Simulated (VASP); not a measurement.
## TiAl: relaxation of cell and atoms with PBEsol

The system is TiAl.

```
Ti Al
1.0
     2.72714    0.00000    0.00000
     0.00000    2.72714    0.00000
     0.00000    0.00000    3.94284
Ti Al
1 1
Direct
  0.50000 0.50000 0.50000
  0.00000 0.00000 0.00000
```

```json
{
  "Program": "VASP 6.6.1",
  "Task": "relaxation of cell and atoms",
  "Functional": "PBEsol",
  "Potentials or basis": "VASP PAW PBE potentials, release 64 (Ti_sv, Al)",
  "Cutoff": "600 eV",
  "k mesh": "14 × 14 × 10",
  "Occupations": "gaussian, width 0.1 eV",
  "Spin": "no spin polarisation",
  "Target pressure": "10 GPa",
  "Dipole correction": "no",
  "Further INCAR settings": "ALGO = Normal; EDIFF = 1e-07; IBRION = 2; EDIFFG = -0.008; NSW = 70; ISIF = 3"
}
```

```yaml
Relaxed_volume: 14.68 Å³/atom
Relaxed_cell: a = 2.728 Å, b = 2.728 Å, c = 3.945 Å, α = 90.00°, β = 90.00°, γ = 90.00°
Space_group_after_relaxing_to_0.1_Å: P4/mmm (No. 123)
Energy_change_on_relaxing_the_run_minimises_the_enthalpy: -1.2 meV/atom
Ionic_steps: 3
Pressure_after_relaxing: 10.0 GPa
Band_gap_on_the_k_mesh: zero (an odd number of electrons rules out a gap without spin polarisation)
```

Step by step:
| step | energy change (eV) | largest force (eV/Å) | pressure (GPa) | volume (Å³) |
| --- | --- | --- | --- | --- |
| 1 | 0.0000 | 0.0000 | 10.20 | 29.32 |
| 2 | -0.0049 | 0.0000 | 9.80 | 29.40 |
| 3 | -0.0024 | 0.0000 | 10.00 | 29.36 |

Final structure:
```
Ti Al
1.0
     2.72826    0.00000    0.00000
     0.00000    2.72826    0.00000
     0.00000    0.00000    3.94463
Ti Al
1 1
Direct
  0.50000 0.50000 0.50000
  0.00000 0.00000 0.00000
```

Levels at points of the mesh, in eV from the Fermi level:
```csv
k point,band 6,band 7,band 8,band 9,band 10,band 11
"(0.00, 0.00, 0.00)",-2.09,-0.98,-0.24,2.43,2.43,3.72
"(0.50, 0.00, 0.00)",-4.55,-1.92,-0.30,1.91,2.86,4.95
"(0.50, 0.50, 0.00)",-0.55,-0.36,-0.36,-0.32,-0.32,4.82
"(0.00, 0.00, 0.50)",-5.48,-0.79,0.66,2.04,2.04,3.74
"(0.50, 0.00, 0.50)",-3.09,-1.24,-1.02,1.50,1.96,2.59
"(0.50, 0.50, 0.50)",-2.48,-2.48,2.40,2.40,2.73,4.62
```

It took 50 s on 1 thread of Intel(R) Xeon(R) 6975P-C (Granite Rapids), with other jobs on the host, peak memory 0.23 GiB.

Caveat: the cell is relaxed towards a set pressure, so the run minimises the enthalpy, not the energy; the PAW data sets were made with another functional, which shifts forces and pressure a little.
